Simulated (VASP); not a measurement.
Set up this calculation in VASP 6.6.1, as the native input.

```yaml
Task: single point
Functional: LDA
Potentials_or_basis: VASP PAW LDA potentials, release 64 (Fe)
Cutoff: 520 eV
k_mesh: 3 × 3 × 3
Occupations: fermi-dirac, width 0.1 eV
Spin: non-collinear spin, typed start
Starting_moments: "[[0.54, 0.109, 0.58], [-0.547, -0.469, 0.832], [-1.856, 0.01, 0.405], [-0.091, 0.956, -0.279]] μB"
Dipole_correction: no
Further_INCAR_settings: ALGO = Normal; EDIFF = 1e-06; NBANDS = 46
```

The structure of Fe lies in POSCAR:

```
Fe
1.0
    3.6397060000      0.0000000000      0.0000000000
    0.0000000000      3.6397060000      0.0000000000
    0.0000000000      0.0000000000      3.6397060000
Fe
4
Direct
    0.0000000000      0.0000000000      0.0000000000
    0.0000000000      0.5000000000      0.5000000000
    0.5000000000      0.0000000000      0.5000000000
    0.5000000000      0.5000000000      0.0000000000
```

This isn't the form of Fe at room conditions, which is bcc.

These files were run (other wordings do the same):

INCAR

```
SYSTEM = Fe
PREC     = Accurate       ! precision mode
ENCUT    = 520            ! plane-wave cutoff, eV
EDIFF    = 1E-6           ! SCF threshold, eV
ISMEAR   = -1             ! smearing method
SIGMA    = 0.1            ! smearing width, eV
LREAL    = .False.        ! projectors in reciprocal space
LASPH    = .True.         ! aspherical terms in the spheres
NELM     = 150            ! most SCF steps
ALGO     = Normal         ! electronic algorithm
ISIF     = 2              ! what is computed and relaxed
LWAVE    = .False.        ! write WAVECAR
LCHARG   = .False.        ! write CHGCAR
LNONCOLLINEAR= .True.         ! non-collinear magnetism
MAGMOM   = 0.54 0.109 0.58 -0.547 -0.469 0.832 -1.856 0.01 0.405 -0.091 0.956 -0.279 ! initial moments
LORBIT   = 11             ! projections on sites
LMAXMIX  = 4              ! l up to which the mixer works
GGA      = CA             ! functional
NBANDS   = 46             ! bands
```

KPOINTS

```
regular mesh
0
Gamma
  3 3 3
  0 0 0
```

Potentials or basis: VASP PAW LDA potentials, release 64 (Fe).

Launch:

```sh
$ cat potpaw_LDA.64/Fe/POTCAR > POTCAR
$ mpirun -np 1 vasp_ncl > vasp.out
```

It gave:

* Pressure: -31.7 GPa
* Band gap on the k mesh: zero (bands 32 and 33 overlap by 0.69 eV)
* Net moment: 4.63 μB per cell
* Valence electrons inside the program's atomic spheres: Fe 7.15, 7.16 (each value once)

Caveat: the k points lie up to 0.58 Å⁻¹ apart, too coarse for converged energies and pressures of a metal.

Run time: 8.8 min on 1 thread of AMD EPYC 7R43 64-Core Processor (Zen 3) (shared host), peak memory 0.24 GiB.
